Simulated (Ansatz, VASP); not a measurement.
# NaRe4Ir in VASP and in Ansatz

```
CELL_PARAMETERS angstrom
0.00000 3.66394 3.66394
3.66394 0.00000 3.66394
3.66394 3.66394 0.00000
ATOMIC_POSITIONS crystal
Na 0.00000 0.00000 0.00000
Re 0.37396 0.87811 0.37396
Re 0.37396 0.37396 0.87811
Re 0.37396 0.37396 0.37396
Re 0.87811 0.37396 0.37396
Ir 0.75000 0.75000 0.75000
```

Alike in both runs: functional PBE; k mesh 4 × 4 × 4; occupations gaussian, width 0.1 eV; no spin polarisation.

Ansatz relaxed the structure, and its values are those at the end. VASP's run is a single point on that final structure, the one shown.

|  | VASP | Ansatz |
| --- | --- | --- |
| version | VASP 6.6.1 | Ansatz 0.2.0 |
| potentials or method | VASP PAW PBE potentials, release 64 (Na_pv, Re, Ir), cutoff 520 eV | scalar-relativistic, plane waves, PAW |
| valence electrons in the cell | 44 | 86 |

VASP gave:

| Property | Result |
| --- | --- |
| gap on the k mesh at the Fermi level (eV) | none |
| pressure (GPa) | -0.4 |
| rms of the force components (eV/Å) | 0.048 |

Q: What did Ansatz give for the same quantities?

A: gap on the k mesh at the Fermi level (eV): none; pressure (GPa): 0.1; rms of the force components (eV/Å): 0.030.

A gap of «none» marks a metal or a gap that the smearing closes. With one functional, cell and mesh, what is left measures potentials, basis and numerics. VASP's potentials hold 44 valence electrons a cell and Ansatz's 86, so a difference there can come from the potentials and not from the codes.

The k mesh is coarse, so the values compare programs but aren't converged. Spin-orbit coupling is off throughout.
